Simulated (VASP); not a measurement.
# KI (I4mm) in VASP: further runs

The runs below take KI through single point, with PBE.

All numbers are computed with VASP 6.6.1; they aren't measurements. Logs are shortened: lines on timing, memory, paths and dates and some standing lists are left out, and cuts for length are marked.

### 1 The cell of the first run

The structure is tetragonal, space group I4mm (No. 107). The conventional cell has a = 4.984 Å, b = 4.984 Å, c = 7.049 Å, α = 90.00°, β = 90.00°, γ = 90.00°. Within 4.4 Å of K (site symmetry 4mm) lie 6 I at 3.32 to 3.72 Å. Within 4.4 Å of I (site symmetry 4mm) lie 6 K at 3.32 to 3.72 Å.

### 2 Single point, PBE

INCAR reads:

```
SYSTEM = KI
PREC = Accurate
ENCUT = 520
EDIFF = 1E-6
ISMEAR = 0
SIGMA = 0.05
LREAL = .False.
LASPH = .True.
NELM = 60
ALGO = Normal
ISIF = 2
LWAVE = .False.
LCHARG = .True.
GGA = PE
LELF = .True.
LVHAR = .True.
NBANDS = 15
```

KPOINTS reads:

```
Automatic mesh
0
Gamma
  6 6 6
  0 0 0
```

POSCAR reads:

```
KI
1.0
    0.0000000000      3.5245500000      3.5245500000
    3.5245500000      0.0000000000      3.5245500000
    3.5245500000      3.5245500000      0.0000000000
K I
1 1
Direct
    0.0000000000      0.0000000000      0.0000000000
    0.5283724163      0.5283724163      0.4716275837
```

Potentials or basis: VASP PAW PBE potentials, release 64 (K_sv, I).

On the command line:

```
cat potpaw_PBE.64/K_sv/POTCAR potpaw_PBE.64/I/POTCAR > POTCAR
mpirun -np 1 vasp_std > vasp.out
```

OUTCAR:

```text
SYSTEM = KI
   PREC = Accurate
   ENCUT = 520
   EDIFF = 1E-6
   ISMEAR = 0
   LREAL = .False.
   LASPH = .True.
   NELM = 60
   ISIF = 2
   GGA = PE

 ion  position               nearest neighbor table
   1  0.000  0.000  0.000-   2 3.32   2 3.53   2 3.53   2 3.53   2 3.53
   2  0.528  0.528  0.472-   1 3.32   1 3.53   1 3.53   1 3.53   1 3.53

  LATTYP: Found a face centered cubic cell.
 ALAT       =     7.0491000000

  Lattice vectors:

 A1 = (   0.0000000000,   3.5245500000,   3.5245500000)
 A2 = (   3.5245500000,   0.0000000000,   3.5245500000)
 A3 = (   3.5245500000,   3.5245500000,   0.0000000000)

Analysis of symmetry for initial positions (statically):
=====================================================================
 Subroutine PRICEL returns:
 Original cell was already a primitive cell.

 Routine SETGRP: Setting up the symmetry group for a
 face centered cubic supercell.

 Subroutine GETGRP returns: Found  8 space group operations
 (whereof  8 operations were pure point group operations)
 out of a pool of 48 trial point group operations.

The static configuration has the point symmetry C_4v.

Analysis of symmetry for dynamics (positions and initial velocities):
=====================================================================
 Subroutine PRICEL returns:
 Original cell was already a primitive cell.

 Routine SETGRP: Setting up the symmetry group for a
 face centered cubic supercell.

 Subroutine GETGRP returns: Found  8 space group operations
 (whereof  8 operations were pure point group operations)
 out of a pool of 48 trial point group operations.

The dynamic configuration has the point symmetry C_4v.

 Subroutine INISYM returns: Found  8 space group operations
 (whereof  8 operations are pure point group operations),
 and found     1 'primitive' translations

----------------------------------------------------------------------------------------

                                     Primitive cell

  volume of cell :      87.5671

  direct lattice vectors                    reciprocal lattice vectors
     0.000000000  3.524550000  3.524550000    -0.141862082  0.141862082  0.141862082
     3.524550000  0.000000000  3.524550000     0.141862082 -0.141862082  0.141862082
     3.524550000  3.524550000  0.000000000     0.141862082  0.141862082 -0.141862082

  length of vectors
     4.984466411  4.984466411  4.984466411     0.245712333  0.245712333  0.245712333

  position of ions in fractional coordinates (direct lattice)
[... 90 lines left out ...]
   NELECT =      16.0000    total number of electrons
   NUPDOWN=      -1.0000    fix difference up-down
   EMIN   =  10.00;   EMAX   =-10.00  energy-range for DOS
   EFERMI =   0.00;   METHOD = LEGACY
   ISMEAR =     0;   SIGMA  =   0.05  broadening in eV -4-tet -1-fermi 0-gaus
   EFERMI_NEDOS =   21; number of points for ismear=-14 and -15
   IALGO  =     38    algorithm
   IMIX   =      4    mixing-type and parameters
     AMIX     =   0.40;   BMIX     =  1.00
     AMIX_MAG =   1.60;   BMIX_MAG =  1.00
  volume/ion in A,a.u.               =      43.78       295.47
  Fermi-wavevector in a.u.,A,eV,Ry     =   0.928969  1.755497 11.741598  0.862983
  Thomas-Fermi vector in A             =   2.055202
   LORBIT       =      0    0 simple, 1 ext, 2 COOP (PROOUT), +10 PAW based schemes
   GGA     = PE    functional components
   LHFCALC =     F    Hartree Fock is set to
   AEXX    =    0.0000 exact exchange contribution
   IVDW    =     0    specifies the selected vdW correction
   LEPSILON=     F    determine dielectric tensor
   LRPA    =     F    only Hartree local field effects (RPA)
 non-spin polarized calculation
 Gauss-broadening in eV      SIGMA  =   0.05
  energy-cutoff  :      520.00
  volume of cell :       87.57
 maximum number of plane-waves:      2397
 NGX is ok and might be reduce to    40
   NGX = 19   NGY = 19   NGZ = 19

 number of electron      15.9999999 magnetization

 Free energy of the ion-electron system (eV)
  ---------------------------------------------------
  ext. energy  EPLUGINS =         0.00000000
  ---------------------------------------------------
  free energy    TOTEN  =        -5.53005028 eV

  energy without entropy =       -5.53005028  energy(sigma->0) =       -5.53005028

 E-fermi :  -0.0953     XC(G=0):  -7.2006

 val. band max:       -0.3899063254   @ k =   0.0000   0.0000   0.0000
 cond. band min:       3.5992501647   @ k =   0.0000   0.0000   0.0000
 fundamental gap:      3.9891564902
 Fermi energy:        -0.0952972058

 k-point     1 :       0.0000    0.0000    0.0000
  band No.  band energies     occupation
      1     -28.8612      2.00000
      2     -12.3617      2.00000
      3     -12.3502      2.00000
      4     -12.3502      2.00000
      5     -10.8892      2.00000
      6      -0.3922      2.00000
      7      -0.3899      2.00000
      8      -0.3899      2.00000
      9       3.5993      0.00000
     10       6.1337      0.00000
     11       6.1409      0.00000
     12       6.1409      0.00000
     13       6.8481      0.00000
     14       6.9044      0.00000
[... 401 lines left out ...]
      2     -12.4481      2.00000
      3     -12.3705      2.00000
      4     -12.3642      2.00000
      5     -10.6775      2.00000
      6      -1.3821      2.00000
      7      -0.8626      2.00000
      8      -0.7618      2.00000
      9       5.5250      0.00000
     10       5.9057      0.00000
     11       6.8782      0.00000
     12       7.9551      0.00000
     13       8.1607      0.00000
     14       8.5362      0.00000
     15       9.4994      0.00000

 [... further k-points ...]

------------------------ aborting loop because EDIFF is reached ----------------------------------------

  FORCE on cell =-STRESS in cart. coord.  units (eV):
  Direction    XX          YY          ZZ          XY          YZ          ZX
  --------------------------------------------------------------------------------------
  -------------------------------------------------------------------------------------
  Total        0.3692328      0.3692328      0.7189776      0.0000000     -0.0000000      0.0000000
  in kB        6.7556913      6.7556913     13.1548203      0.0000000     -0.0000000      0.0000000
  external PRESSURE =       8.8887343 kB  Pullay stress =       0.0000000 kB

 VOLUME and BASIS-vectors are now :
 -----------------------------------------------------------------------------
  energy-cutoff  :      520.00
  volume of cell :       87.57
      direct lattice vectors                 reciprocal lattice vectors
     0.000000000  3.524550000  3.524550000    -0.141862082  0.141862082  0.141862082
     3.524550000  0.000000000  3.524550000     0.141862082 -0.141862082  0.141862082
     3.524550000  3.524550000  0.000000000     0.141862082  0.141862082 -0.141862082

 POSITION                                       TOTAL-FORCE (eV/Angst)
 -----------------------------------------------------------------------------------
      0.00000      0.00000      0.00000         0.000000      0.000000      0.249949
      3.52455      3.52455      3.72455         0.000000      0.000000     -0.249949
 -----------------------------------------------------------------------------------
    total drift:                                0.000000      0.000000     -0.000057

  FREE ENERGIE OF THE ION-ELECTRON SYSTEM (eV)
  ---------------------------------------------------
  free  energy   TOTEN  =        -5.5300502806 eV

  energy  without entropy=       -5.5300502806  energy(sigma->0) =       -5.53005028
```

OSZICAR:

```text
N       E                     dE             d eps       ncg     rms          rms(c)
DAV:   1     0.888228663000E+02    0.88823E+02   -0.64675E+03   900   0.906E+02
DAV:   2     0.140854355098E+00   -0.88682E+02   -0.83257E+02  1152   0.212E+02
DAV:   3    -0.530162138585E+01   -0.54425E+01   -0.54148E+01  1288   0.457E+01
DAV:   4    -0.560979072375E+01   -0.30817E+00   -0.30807E+00  1447   0.951E+00
DAV:   5    -0.561196443742E+01   -0.21737E-02   -0.21736E-02  1273   0.920E-01    0.318E+00
DAV:   6    -0.552821189230E+01    0.83753E-01   -0.95233E-02  1180   0.182E+00    0.226E+00
DAV:   7    -0.552438889107E+01    0.38230E-02   -0.11680E-01  1229   0.174E+00    0.799E-01
DAV:   8    -0.552943440440E+01   -0.50455E-02   -0.12702E-02   978   0.738E-01    0.138E-01
DAV:   9    -0.552985980834E+01   -0.42540E-03   -0.89191E-04  1278   0.177E-01    0.757E-02
DAV:  10    -0.553000437074E+01   -0.14456E-03   -0.13553E-04  1069   0.658E-02    0.212E-02
DAV:  11    -0.553005045792E+01   -0.46087E-04   -0.61632E-05  1012   0.453E-02    0.200E-02
DAV:  12    -0.553005028062E+01    0.17731E-06   -0.30539E-06  1270   0.136E-02
   1 F= -.55300503E+01 E0= -.55300503E+01  d E =-.281447E-18
```

stdout:

```text
POSCAR found type information on POSCAR K I
 POSCAR found :  2 types and       2 ions
 scaLAPACK will be used
 LDA part: xc-table for (Slater+PW92), standard interpolation
 POSCAR, INCAR and KPOINTS ok, starting setup
 FFT: planning ... GRIDC
 FFT: planning ... GRID_SOFT
 FFT: planning ... GRID
 WAVECAR not read
 entering main loop
```

It took 94 s on 1 thread of AMD EPYC 7R13, shared host; peak memory 0.22 GiB.

What came out:

| Item | Value |
| --- | --- |
| Free energy | -5.5301 eV |
| Pressure | 0.9 GPa |
| Largest force | 0.250 eV/Å |
| Band gap on the k mesh | 3.99 eV, direct |

Forces in eV/Å, atoms in the order of the input:
```
K    0.000  0.000  0.250
I    0.000  0.000 -0.250
```

Levels at points of the mesh, in eV from the valence-band top:
```tsv
k point	band 4	band 5	band 6	band 7	band 8	band 9	band 10	band 11	band 12	band 13
(0.00, 0.00, 0.00)	-11.96	-10.50	0.00	0.00	0.00	3.99	6.52	6.53	6.53	7.24
(0.50, 0.00, 0.00)	-11.96	-10.21	-1.32	-0.33	-0.33	5.53	7.65	8.13	8.19	8.72
(0.50, 0.50, 0.00)	-11.98	-10.34	-0.99	-0.36	-0.36	4.94	5.79	8.14	8.27	9.40
(0.00, 0.50, 0.50)	-11.98	-10.35	-1.00	-0.37	-0.36	4.97	5.78	8.13	8.75	8.85
```

Caveat: the cell differs from its parent crystal (all I atoms moved -0.200 Å, as atom 2 towards its neighbour atom 1 (K) at 3.525 Å); spin-orbit coupling is left out, which moves the levels of the heavy elements.

### 3 Single point, PBE

INCAR reads:

```
SYSTEM = KI
  PREC = Accurate
  ENCUT = 520
  EDIFF = 1E-7
  ISMEAR = 0
  SIGMA = 0.05
  LREAL = .False.
  LASPH = .True.
  NELM = 100
  ALGO = Normal
  ISIF = 2
  LWAVE = .False.
  LCHARG = .False.
  GGA = PE
  NBANDS = 15
```

KPOINTS reads:

```
regular mesh
0
Gamma
  6 6 6
  0 0 0
```

POSCAR, as its differences from that of step 2:

```diff
@@ -9,2 +9,2 @@
     0.0000000000      0.0000000000      0.0000000000
-    0.5283724163      0.5283724163      0.4716275837
+    0.4751741357      0.4751741357      0.5248258643
```

Potentials or basis: VASP PAW PBE potentials, release 64 (K_sv, I).

On the command line:

```
cat potpaw_PBE.64/K_sv/POTCAR potpaw_PBE.64/I/POTCAR > POTCAR
mpirun -np 1 vasp_std > vasp.out
```

OUTCAR:

```text
SYSTEM = KI
   PREC = Accurate
   ENCUT = 520
   EDIFF = 1E-7
   ISMEAR = 0
   LREAL = .False.
   LASPH = .True.
   NELM = 100
   ISIF = 2
   GGA = PE

 ion  position               nearest neighbor table
   1  0.000  0.000  0.000-   2 3.35   2 3.53   2 3.53   2 3.53   2 3.53
   2  0.475  0.475  0.525-   1 3.35   1 3.53   1 3.53   1 3.53   1 3.53

  LATTYP: Found a face centered cubic cell.
 ALAT       =     7.0491000000

  Lattice vectors:

[... 619 lines left out ...]

------------------------ aborting loop because EDIFF is reached ----------------------------------------

  FORCE on cell =-STRESS in cart. coord.  units (eV):
  Direction    XX          YY          ZZ          XY          YZ          ZX
  --------------------------------------------------------------------------------------
  -------------------------------------------------------------------------------------
  Total        0.3682839      0.3682839      0.6347332      0.0000000      0.0000000      0.0000000
  in kB        6.7383297      6.7383297     11.6134375      0.0000000      0.0000000      0.0000000
  external PRESSURE =       8.3633656 kB  Pullay stress =       0.0000000 kB

 VOLUME and BASIS-vectors are now :
 -----------------------------------------------------------------------------
  energy-cutoff  :      520.00
  volume of cell :       87.57
      direct lattice vectors                 reciprocal lattice vectors
     0.000000000  3.524550000  3.524550000    -0.141862082  0.141862082  0.141862082
     3.524550000  0.000000000  3.524550000     0.141862082 -0.141862082  0.141862082
     3.524550000  3.524550000  0.000000000     0.141862082  0.141862082 -0.141862082

 POSITION                                       TOTAL-FORCE (eV/Angst)
 -----------------------------------------------------------------------------------
      0.00000      0.00000      0.00000         0.000000      0.000000     -0.213703
      3.52455      3.52455      3.34955         0.000000      0.000000      0.213703
 -----------------------------------------------------------------------------------
    total drift:                                0.000000      0.000000      0.000000

  FREE ENERGIE OF THE ION-ELECTRON SYSTEM (eV)
  ---------------------------------------------------
  free  energy   TOTEN  =        -5.5358416409 eV

  energy  without entropy=       -5.5358416409  energy(sigma->0) =       -5.53584164
```

OSZICAR:

```text
N       E                     dE             d eps       ncg     rms          rms(c)
DAV:   1     0.891786647477E+02    0.89179E+02   -0.64665E+03   900   0.906E+02
DAV:   2     0.169261670767E+00   -0.89009E+02   -0.83199E+02  1138   0.212E+02
DAV:   3    -0.534555031238E+01   -0.55148E+01   -0.54875E+01  1304   0.459E+01
DAV:   4    -0.561502706337E+01   -0.26948E+00   -0.26937E+00  1417   0.903E+00
DAV:   5    -0.561719547579E+01   -0.21684E-02   -0.21683E-02  1288   0.922E-01    0.316E+00
DAV:   6    -0.553394952597E+01    0.83246E-01   -0.94539E-02  1166   0.181E+00    0.225E+00
DAV:   7    -0.553019764922E+01    0.37519E-02   -0.11623E-01  1215   0.173E+00    0.796E-01
DAV:   8    -0.553522881440E+01   -0.50312E-02   -0.12597E-02  1000   0.733E-01    0.136E-01
DAV:   9    -0.553565456174E+01   -0.42575E-03   -0.88977E-04  1257   0.176E-01    0.756E-02
DAV:  10    -0.553579608293E+01   -0.14152E-03   -0.13459E-04  1090   0.654E-02    0.210E-02
DAV:  11    -0.553584148033E+01   -0.45397E-04   -0.60619E-05  1019   0.451E-02    0.196E-02
DAV:  12    -0.553584130421E+01    0.17612E-06   -0.30187E-06  1264   0.134E-02    0.999E-03
DAV:  13    -0.553584147882E+01   -0.17461E-06   -0.46625E-07  1089   0.358E-03    0.366E-03
DAV:  14    -0.553584172660E+01   -0.24778E-06   -0.21168E-07  1222   0.230E-03    0.977E-04
DAV:  15    -0.553584161438E+01    0.11221E-06   -0.23902E-08   877   0.114E-03    0.825E-04
DAV:  16    -0.553584164092E+01   -0.26538E-07   -0.34604E-09   681   0.410E-04
   1 F= -.55358416E+01 E0= -.55358416E+01  d E =-.549891E-19
```

stdout:

```text
POSCAR found type information on POSCAR K I
 POSCAR found :  2 types and       2 ions
 scaLAPACK will be used
 LDA part: xc-table for (Slater+PW92), standard interpolation
 POSCAR, INCAR and KPOINTS ok, starting setup
 FFT: planning ... GRIDC
 FFT: planning ... GRID_SOFT
 FFT: planning ... GRID
 WAVECAR not read
 entering main loop
```

Run time: 1.7 min. Hardware: 1 thread of AMD EPYC 7R13, shared host; peak memory 0.22 GiB.

What came out:

```yaml
Free_energy: -5.5358 eV
Pressure: 0.8 GPa
Largest_force: 0.214 eV/Å
Band_gap_on_the_k_mesh: 3.99 eV, direct
```

Forces on the atoms (eV/Å):
```
K    0.000  0.000 -0.214
I    0.000  0.000  0.214
```

Stress tensor (GPa, compression positive):
```
0.67 0.00 0.00
0.00 0.67 0.00
0.00 0.00 1.16
```

Caveat: the cell differs from its parent crystal (all I atoms moved +0.175 Å, as atom 2 towards its neighbour atom 1 (K) at 3.525 Å); spin-orbit coupling is left out, which moves the levels of the heavy elements.
